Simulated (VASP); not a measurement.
Wanted: the native input for a VASP 6.6.1 run.

```yaml
Task: single point
Functional: PBEsol
Potentials_or_basis: VASP PAW PBE potentials, release 64 (Au)
Cutoff: 520 eV
k_mesh: 16 × 16 × 16
Occupations: fermi-dirac, width 0.05 eV
Spin: no spin polarisation
Dipole_correction: no
Further_INCAR_settings: ALGO = Normal; EDIFF = 1e-06; NBANDS = 12
```

The structure of Au lies in POSCAR:

```
Au
1.0
    0.0000000000      1.7219823952      1.7219823952
    1.7219823952      0.0000000000      1.7219823952
    1.7219823952      1.7219823952      0.0000000000
Au
1
Direct
    0.0000000000      0.0000000000      0.0000000000
```

This cell differs from its parent crystal: volume scaled by 0.6.

The input as run:

INCAR

```
SYSTEM = Au
PREC = Accurate ; ENCUT = 520
EDIFF = 1E-6 ; ISMEAR = -1
SIGMA = 0.05 ; LREAL = .FALSE.
LASPH = .TRUE. ; NELM = 100
ALGO = Normal ; ISIF = 2
LWAVE = .FALSE. ; LCHARG = .FALSE.
GGA = PS ; NBANDS = 12
```

KPOINTS

```
Automatic mesh
0
G
  16 16 16
  0 0 0
```

Potentials or basis: VASP PAW PBE potentials, release 64 (Au).

Run with:

```sh
$ cat potpaw_PBE.64/Au/POTCAR > POTCAR
$ mpirun -np 1 vasp_std > vasp.out
```

Results of the run:

```
Pressure : 367.3 GPa
```

Caveat: the PAW data sets were made with another functional, which shifts forces and pressure a little.

Run time: 7 s on 1 thread of AMD EPYC 9R45 (Zen 5) (shared host), peak memory 0.1 GiB.
